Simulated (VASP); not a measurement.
Write the native input for VASP 6.6.1 that does the following.

| Property | Result |
| --- | --- |
| Task | single point |
| Functional | LDA |
| Potentials or basis | VASP PAW PBE potentials, release 64 (Lu, Ag) |
| Cutoff | 520 eV |
| k mesh | 11 × 11 × 11 |
| Occupations | fermi-dirac, width 0.02 eV |
| Spin | no spin polarisation |
| Dipole correction | no |
| Further INCAR settings | ALGO = Normal; EDIFF = 1e-06; NBANDS = 30 |

The structure of LuAg2 lies in POSCAR:

```
LuAg2
1.0
   -1.8189340000      1.8189340000      4.5274670000
    1.8189340000     -1.8189340000      4.5274670000
    1.8189340000      1.8189340000     -4.5274670000
Lu Ag
1 2
Direct
    0.0000000000      0.0000000000      0.0000000000
    0.6683900000      0.6683900000      0.0000000000
    0.3316100000      0.3316100000      0.0000000000
```

These files were run (other wordings do the same):

INCAR

```
SYSTEM = LuAg2
ALGO = Normal
EDIFF = 1E-6
ENCUT = 520
GGA = CA
ISIF = 2
ISMEAR = -1
LASPH = .TRUE.
LCHARG = .FALSE.
LREAL = .FALSE.
LWAVE = .FALSE.
NBANDS = 30
NELM = 60
PREC = Accurate
SIGMA = 0.02
```

KPOINTS

```
k-points
0
G
  11 11 11
  0 0 0
```

Potentials or basis: VASP PAW PBE potentials, release 64 (Lu, Ag).

Command:

```bash
$ cat potpaw_PBE.64/Lu/POTCAR potpaw_PBE.64/Ag/POTCAR > POTCAR
$ mpirun -np 1 vasp_std > vasp.out
```

Results of the run:

```json
{
  "Pressure": "-5.6 GPa",
  "Largest force": "0.040 eV/Å"
}
```

Caveat: the PAW data sets were made with another functional, which shifts forces and pressure a little.

Wall time 5.7 min on 1 thread of Intel(R) Xeon(R) Platinum 8375C CPU @ 2.90GHz (Ice Lake) (shared host), peak memory 0.37 GiB.
